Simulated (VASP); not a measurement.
Runs of VASP 6.6.1 on NaCl. The structure is that of space group Fm-3m (No. 225), or close to it. The cells are those of the table. 

| task | cell | cutoff (eV) | gap on the mesh (eV) | pressure (GPa) |
| --- | --- | --- | --- | --- |
| single point | a = 3.747 Å, angles 60.0°, 2 atoms | 520 | 6.82 | 6.6 |
| single point | a = 3.821 Å, angles 60.0°, 2 atoms | 520 | 6.51 | 3.6 |
| single point | a = 3.882 Å, angles 60.0°, 2 atoms | 520 | 6.28 | (d) |
| single point | a = 3.921 Å, angles 60.0°, 2 atoms | 520 | 6.14 | (a) |
| relaxation of cell and atoms | relaxed to 2 GPa from a = 3.965 Å, angles 60.0°, 2 atoms | 600 | 6.32 | 2.0 |
| relaxation of cell and atoms | relaxed to 1 GPa from a = 3.965 Å, angles 60.0°, 2 atoms | 600 | 6.17 | 1.0 |
| relaxation of cell and atoms | relaxed to 4 GPa from a = 3.965 Å, angles 60.0°, 2 atoms | 600 | 6.54 | 4.0 |
| relaxation of cell and atoms | relaxed to 10 GPa from a = 3.965 Å, angles 60.0°, 2 atoms | 600 | 7.11 | 10.0 |
| relaxation of cell and atoms | relaxed to 15 GPa from a = 3.965 Å, angles 60.0°, 2 atoms | 600 | (c) | 15.0 |
| relaxation of cell and atoms | relaxed to 7 GPa from a = 3.965 Å, angles 60.0°, 2 atoms | 600 | 6.86 | 7.0 |
| single point | a = 3.611 Å, angles 60.0°, 2 atoms | 520 | 7.48 | 14.7 |
| single point | a = 3.688 Å, angles 60.0°, 2 atoms | 520 | 7.09 | (b) |

Alike in all rows: level r2SCAN; potentials or basis VASP PAW PBE potentials, release 64 (Na_pv, Cl); no spin polarisation; k mesh 8 × 8 × 8; smearing gaussian 0.01 eV.

Q: Fill in the values left out.

A: (a) 0.8; (b) 9.6; (c) 7.51; (d) 1.7.

Caveats: the PAW data sets were made with another functional, which shifts forces and pressure a little; the cell is relaxed towards a set pressure, so the run minimises the enthalpy, not the energy (at least some runs); the cell stands under pressure (at least some runs).

